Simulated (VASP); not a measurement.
Here is a VASP 6.6.1 calculation.

The input INCAR:

```
SYSTEM = CO2
PREC = Accurate
ENCUT = 520
EDIFF = 1E-7
ISMEAR = 0
SIGMA = 0.02
LREAL = .False.
LASPH = .True.
NELM = 100
ALGO = Normal
ISIF = 2
LWAVE = .False.
LCHARG = .False.
NBANDS = 25
```

Contents of KPOINTS:

```
Automatic mesh
0
Gamma
  6 6 4
  0 0 0
```

POSCAR

```
CO2
1.0
    2.5759990891     -2.3258302652      0.0000000000
    2.5759990891      2.3258302652      0.0000000000
    0.0000000000      0.0000000000      6.1928828922
C O
2 4
Direct
    0.0000000000      0.0000000000      0.0000000000
    0.5000000000      0.5000000000      0.5000000000
    0.7967909928      0.2032090072      0.8913216531
    0.2032090072      0.7967909928      0.1086783469
    0.7032090072      0.2967909928      0.3913216531
    0.2967909928      0.7032090072      0.6086783469
```

Potentials or basis: VASP PAW LDA potentials, release 64 (C, O).

The run is started by

```console
$ cat potpaw_LDA.64/C/POTCAR potpaw_LDA.64/O/POTCAR > POTCAR
$ mpirun -np 1 vasp_std > vasp.out
```

(1) Predict the pressure.

(2) Predict the largest force.

(3) Estimate the band gap on the k mesh.

Results:

(1) 2.3 GPa.

(2) 0.801 eV/Å.

(3) 6.44 eV (least direct gap 7.11 eV).
